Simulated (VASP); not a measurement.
Write the native input for VASP 6.6.1 that does the following.

* Task: single point
* Functional: PBE
* Potentials or basis: VASP PAW PBE potentials, release 64 (Si)
* Cutoff: 500 eV
* k mesh: 15 × 15 × 15
* Occupations: fermi-dirac, width 0.05 eV
* Spin: no spin polarisation
* Dipole correction: no
* Further INCAR settings: ALGO = Normal; EDIFF = 1e-06; NBANDS = 8

The structure of Si lies in POSCAR:

```
Si
1.0
    0.0000000000      1.6700000000      1.6700000000
    1.6700000000      0.0000000000      1.6700000000
    1.6700000000      1.6700000000      0.0000000000
Si
1
Direct
    0.0000000000      0.0000000000      0.0000000000
```

The input as run:

INCAR

```
PREC = Accurate
ENCUT = 500
EDIFF = 1E-6
ISMEAR = -1
SIGMA = 0.05
LREAL = False
LASPH = True
NELM = 120
ALGO = Normal
ISIF = 2
LWAVE = False
LCHARG = False
GGA = PE
NBANDS = 8
GGA_COMPAT = False
```

KPOINTS

```
Automatic mesh
0
Gamma
  15 15 15
```

Potentials or basis: VASP PAW PBE potentials, release 64 (Si).

Run with:

```bash
$ cat potpaw_PBE.64/Si/POTCAR > POTCAR
$ mpirun -np 1 vasp_std > vasp.out
```

It gave:

| Property | Result |
| --- | --- |
| Pressure | 94.0 GPa |
| Band gap on the k mesh | zero (band 2 reaches 30.90 eV, above the bottom of band 3 at 13.99 eV) |

It took 8.7 s on 1 thread of AMD EPYC 7R43 64-Core Processor (Zen 3) (shared host), peak memory 0.08 GiB.
